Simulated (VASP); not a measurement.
# MgO (rocksalt type) (Fm-3m) in VASP: further runs

MgO (rocksalt type) is run at these levels: PBE; tasks: single point.

Program: VASP 6.6.1. These are calculated values, not measurements. Logs are shortened: lines on timing, memory, paths and dates and some standing lists are left out, and cuts for length are marked.

### 1 The cell of the first run

The structure is cubic, space group Fm-3m (No. 225). The conventional cell has a = 4.254 Å, b = 4.254 Å, c = 4.254 Å, α = 90.00°, β = 90.00°, γ = 90.00°. Mg (site symmetry m-3m) has 6 O at 2.13 Å within 2.8 Å. Within 2.8 Å of O (site symmetry m-3m) lie 6 Mg at 2.13 Å.

### 2 Single point, PBE

Input file INCAR:

```
PREC     = Accurate       # precision mode
ENCUT    = 600            # plane-wave cutoff, eV
EDIFF    = 1E-6           # SCF threshold, eV
ISMEAR   = -1             # smearing method
SIGMA    = 0.02           # smearing width, eV
LREAL    = F              # projectors in reciprocal space
LASPH    = T              # aspherical terms in the spheres
NELM     = 120            # most SCF steps
ALGO     = Normal         # electronic algorithm
ISIF     = 2              # what is computed and relaxed
LWAVE    = F              # write WAVECAR
LCHARG   = T              # write CHGCAR
GGA      = PE             # functional
LELF     = T              # ELF
LVHAR    = T            
NBANDS   = 11             # bands
GGA_COMPAT= F
```

Input file KPOINTS:

```
Automatic mesh
0
Gamma
  13 13 13
```

Input file POSCAR:

```
MgO
1.0
    0.0000000000      2.1269412140      2.1269412140
    2.1269412140      0.0000000000      2.1269412140
    2.1269412140      2.1269412140      0.0000000000
Mg O
1 1
Direct
    0.0000000000      0.0000000000      0.0000000000
    0.5000000000      0.5000000000      0.5000000000
```

Potentials or basis: VASP PAW PBE potentials, release 64 (Mg, O).

Command:

```bash
> cat potpaw_PBE.64/Mg/POTCAR potpaw_PBE.64/O/POTCAR > POTCAR
> mpirun -np 1 vasp_std > vasp.out
```

OUTCAR:

```text
PREC = Accurate
   ENCUT = 600
   EDIFF = 1E-6
   ISMEAR = -1
   LREAL = F
   LASPH = T
   NELM = 120
   ISIF = 2
   GGA = PE

 ion  position               nearest neighbor table
   1  0.000  0.000  0.000-   2 2.13   2 2.13   2 2.13   2 2.13   2 2.13   2 2.13
   2  0.500  0.500  0.500-   1 2.13   1 2.13   1 2.13   1 2.13   1 2.13   1 2.13

  LATTYP: Found a face centered cubic cell.
 ALAT       =     4.2538824280

  Lattice vectors:

 A1 = (   0.0000000000,   2.1269412140,   2.1269412140)
 A2 = (   2.1269412140,   0.0000000000,   2.1269412140)
 A3 = (   2.1269412140,   2.1269412140,   0.0000000000)

Analysis of symmetry for initial positions (statically):
=====================================================================
 Subroutine PRICEL returns:
 Original cell was already a primitive cell.

 Routine SETGRP: Setting up the symmetry group for a
 face centered cubic supercell.

 Subroutine GETGRP returns: Found 48 space group operations
 (whereof 48 operations were pure point group operations)
 out of a pool of 48 trial point group operations.

The static configuration has the point symmetry O_h .

Analysis of symmetry for dynamics (positions and initial velocities):
=====================================================================
 Subroutine PRICEL returns:
 Original cell was already a primitive cell.

 Routine SETGRP: Setting up the symmetry group for a
 face centered cubic supercell.

 Subroutine GETGRP returns: Found 48 space group operations
 (whereof 48 operations were pure point group operations)
 out of a pool of 48 trial point group operations.

The dynamic configuration has the point symmetry O_h .

 Subroutine INISYM returns: Found 48 space group operations
 (whereof 48 operations are pure point group operations),
 and found     1 'primitive' translations

----------------------------------------------------------------------------------------

                                     Primitive cell

  volume of cell :      19.2440

  direct lattice vectors                    reciprocal lattice vectors
     0.000000000  2.126941214  2.126941214    -0.235079370  0.235079370  0.235079370
     2.126941214  0.000000000  2.126941214     0.235079370 -0.235079370  0.235079370
     2.126941214  2.126941214  0.000000000     0.235079370  0.235079370 -0.235079370

  length of vectors
     3.007949111  3.007949111  3.007949111     0.407169412  0.407169412  0.407169412

[... 86 lines left out ...]
   ISIF   =      2    stress and relaxation
   ISYM   =      2    0-nonsym 1-usesym 2-fastsym
   POTIM  = 0.5000    time-step for ionic-motion
   TEBEG  =    0.0;   TEEND  =   0.0 temperature during run
   PSTRESS=    0.0 pullay stress
   NELECT =       8.0000    total number of electrons
   NUPDOWN=      -1.0000    fix difference up-down
   EMIN   =  10.00;   EMAX   =-10.00  energy-range for DOS
   EFERMI =   0.00;   METHOD = LEGACY
   ISMEAR =    -1;   SIGMA  =   0.02  broadening in eV -4-tet -1-fermi 0-gaus
   EFERMI_NEDOS =   21; number of points for ismear=-14 and -15
   IALGO  =     38    algorithm
   IMIX   =      4    mixing-type and parameters
     AMIX     =   0.40;   BMIX     =  1.00
     AMIX_MAG =   1.60;   BMIX_MAG =  1.00
  volume/ion in A,a.u.               =       9.62        64.93
  Fermi-wavevector in a.u.,A,eV,Ry     =   1.221817  2.308899 20.311263  1.492836
  Thomas-Fermi vector in A             =   2.356985
   LORBIT       =      0    0 simple, 1 ext, 2 COOP (PROOUT), +10 PAW based schemes
   GGA     = PE    functional components
   LHFCALC =     F    Hartree Fock is set to
   AEXX    =    0.0000 exact exchange contribution
   IVDW    =     0    specifies the selected vdW correction
   LEPSILON=     F    determine dielectric tensor
   LRPA    =     F    only Hartree local field effects (RPA)
 non-spin polarized calculation
  energy-cutoff  :      600.00
  volume of cell :       19.24
 maximum number of plane-waves:       654
   NGX = 13   NGY = 13   NGZ = 13

 number of electron       8.0000004 magnetization

 Free energy of the ion-electron system (eV)
  ---------------------------------------------------
  ext. energy  EPLUGINS =         0.00000000
  ---------------------------------------------------
  free energy    TOTEN  =       -11.91485687 eV

  energy without entropy =      -11.91485687  energy(sigma->0) =      -11.91485687

 E-fermi :   3.4613     XC(G=0): -10.9391

 val. band max:        2.9662043295   @ k =   0.0000   0.0000   0.0000
 cond. band min:       7.4103750083   @ k =   0.0000   0.0000   0.0000
 fundamental gap:      4.4441706787
 Fermi energy:         3.4612822487

 k-point     1 :       0.0000    0.0000    0.0000
  band No.  band energies     occupation
      1     -14.1473      2.00000
      2       2.9662      2.00000
      3       2.9662      2.00000
      4       2.9662      2.00000
      5       7.4104      0.00000
      6      18.5996      0.00000
      7      18.5996      0.00000
      8      18.5996      0.00000
      9      22.4370      0.00000
     10      24.1793      0.00000
     11      24.1793      0.00000
[... 309 lines left out ...]
 k-point    24 :       0.4615    0.1538    0.0000
  band No.  band energies     occupation
      1     -12.9534      2.00000
      2      -1.0006      2.00000
      3       1.7604      2.00000
      4       2.1853      2.00000
      5      11.5617      0.00000
      6      14.7816      0.00000
      7      17.2114      0.00000
      8      19.5881      0.00000
      9      22.4374      0.00000
     10      25.9010      0.00000
     11      26.5523      0.00000

 [... further k-points ...]

------------------------ aborting loop because EDIFF is reached ----------------------------------------

  FORCE on cell =-STRESS in cart. coord.  units (eV):
  Direction    XX          YY          ZZ          XY          YZ          ZX
  --------------------------------------------------------------------------------------
  -------------------------------------------------------------------------------------
  Total       -0.1247108     -0.1247108     -0.1247108      0.0000000      0.0000000      0.0000000
  in kB      -10.3828848    -10.3828848    -10.3828848      0.0000000      0.0000000      0.0000000
  external PRESSURE =     -10.3828848 kB  Pullay stress =       0.0000000 kB

 VOLUME and BASIS-vectors are now :
 -----------------------------------------------------------------------------
  energy-cutoff  :      600.00
  volume of cell :       19.24
      direct lattice vectors                 reciprocal lattice vectors
     0.000000000  2.126941214  2.126941214    -0.235079370  0.235079370  0.235079370
     2.126941214  0.000000000  2.126941214     0.235079370 -0.235079370  0.235079370
     2.126941214  2.126941214  0.000000000     0.235079370  0.235079370 -0.235079370

 POSITION                                       TOTAL-FORCE (eV/Angst)
 -----------------------------------------------------------------------------------
      0.00000      0.00000      0.00000        -0.000000     -0.000000     -0.000000
      2.12694      2.12694      2.12694         0.000000      0.000000      0.000000
 -----------------------------------------------------------------------------------
    total drift:                               -0.000000     -0.000000      0.000000

  FREE ENERGIE OF THE ION-ELECTRON SYSTEM (eV)
  ---------------------------------------------------
  free  energy   TOTEN  =       -11.9148568740 eV

  energy  without entropy=      -11.9148568740  energy(sigma->0) =      -11.91485687
```

OSZICAR:

```text
N       E                     dE             d eps       ncg     rms          rms(c)
DAV:   1     0.201503116348E+02    0.20150E+02   -0.49325E+03  2024   0.727E+02
DAV:   2    -0.125713384304E+02   -0.32722E+02   -0.31331E+02  2158   0.146E+02
DAV:   3    -0.134672354768E+02   -0.89590E+00   -0.89493E+00  2233   0.217E+01
DAV:   4    -0.134696064495E+02   -0.23710E-02   -0.23709E-02  1998   0.126E+00
DAV:   5    -0.134696141170E+02   -0.76674E-05   -0.76674E-05  2181   0.699E-02    0.719E+00
DAV:   6    -0.119354371200E+02    0.15342E+01   -0.90023E+00  1929   0.164E+01    0.228E+00
DAV:   7    -0.119208828857E+02    0.14554E-01   -0.61070E-02  2037   0.220E+00    0.135E+00
DAV:   8    -0.119153204426E+02    0.55624E-02   -0.30625E-02  1935   0.196E+00    0.253E-01
DAV:   9    -0.119148967917E+02    0.42365E-03   -0.62124E-04  2127   0.175E-01    0.143E-01
DAV:  10    -0.119148560662E+02    0.40726E-04   -0.56655E-04  2031   0.178E-01    0.841E-03
DAV:  11    -0.119148568740E+02   -0.80785E-06   -0.30789E-06  2133   0.147E-02
   1 F= -.11914857E+02 E0= -.11914857E+02  d E =-.518634E-13
```

stdout:

```text
POSCAR found type information on POSCAR MgO
 POSCAR found :  2 types and       2 ions
 scaLAPACK will be used
 LDA part: xc-table for (Slater+PW92), standard interpolation
 POSCAR, INCAR and KPOINTS ok, starting setup
 FFT: planning ... GRIDC
 FFT: planning ... GRID_SOFT
 FFT: planning ... GRID
 WAVECAR not read
 entering main loop
```

Wall time 5.7 s (1 thread of Intel Xeon 6975P-C (Granite Rapids), shared host); peak memory 0.15 GiB.

Results:

| Item | Value |
| --- | --- |
| Free energy | -11.9149 eV |
| Pressure | -1.0 GPa |
| Band gap on the k mesh | 4.44 eV |

Levels at points of the mesh, in eV from the valence-band top:
```tsv
k point	band 2	band 3	band 4	band 5	band 6	band 7
(0.00, 0.00, 0.00)	0.00	0.00	0.00	4.44	15.63	15.63
```

Caveat: an odd mesh through Γ misses points on the zone boundary, where band edges can lie.

### 3 Single point, PBE

This run uses another cell than the first one: it holds 4 atoms, not 2.

Input file INCAR:

```
ALGO     = Normal         # electronic algorithm
EDIFF    = 1E-6           # SCF threshold, eV
ENCUT    = 520            # plane-wave cutoff, eV
GGA      = PE             # functional
ISIF     = 2              # what is computed and relaxed
ISMEAR   = -1             # smearing method
LASPH    = True           # aspherical terms in the spheres
LCHARG   = True           # write CHGCAR
LELF     = True           # ELF
LREAL    = False          # projectors in reciprocal space
LVHAR    = True         
LWAVE    = False          # write WAVECAR
NBANDS   = 16             # bands
NELM     = 80             # most SCF steps
PREC     = Accurate       # precision mode
SIGMA    = 0.02           # smearing width, eV
```

Input file KPOINTS:

```
k-points
0
Gamma
  10 10 7
```

Input file POSCAR:

```
MgO
1.0
    2.1269412140      2.1269412140      0.0000000000
   -2.1269412140      2.1269412140      0.0000000000
    0.0000000000      0.0000000000      4.2538824280
Mg O
2 2
Direct
    0.0000000000      0.0000000000      0.0000000000
    0.5000000000      0.5000000000      0.5000000000
    0.5000000000      0.5000000000      0.0000000000
    0.0000000000      0.0000000000      0.5000000000
```

Potentials or basis: VASP PAW PBE potentials, release 64 (Mg, O).

Command:

```bash
> cat potpaw_PBE.64/Mg/POTCAR potpaw_PBE.64/O/POTCAR > POTCAR
> mpirun -np 1 vasp_std > vasp.out
```

Wall time 44 s (1 thread of Intel Xeon 8259CL, shared host); peak memory 0.18 GiB.

Results (log left out):

```yaml
Free_energy: -23.8234 eV
Pressure: -0.8 GPa
Band_gap_on_the_k_mesh: 4.44 eV
```

Levels at points of the mesh, in eV from the valence-band top:
| k point | band 4 | band 5 | band 6 | band 7 | band 8 | band 9 | band 10 | band 11 | band 12 | band 13 |
| --- | --- | --- | --- | --- | --- | --- | --- | --- | --- | --- |
| (0.00, 0.00, 0.00) | -1.31 | -1.31 | 0.00 | 0.00 | 0.00 | 4.44 | 9.08 | 9.65 | 12.79 | 15.63 |
| (0.50, 0.00, 0.00) | -3.41 | -1.93 | -1.93 | -0.62 | -0.62 | 9.21 | 9.21 | 11.60 | 11.60 | 13.68 |
| (0.50, 0.50, 0.00) | -3.96 | -1.31 | -1.31 | -1.31 | -1.31 | 9.08 | 9.08 | 9.65 | 9.65 | 12.79 |

Caveat: an odd mesh through Γ misses points on the zone boundary, where band edges can lie.
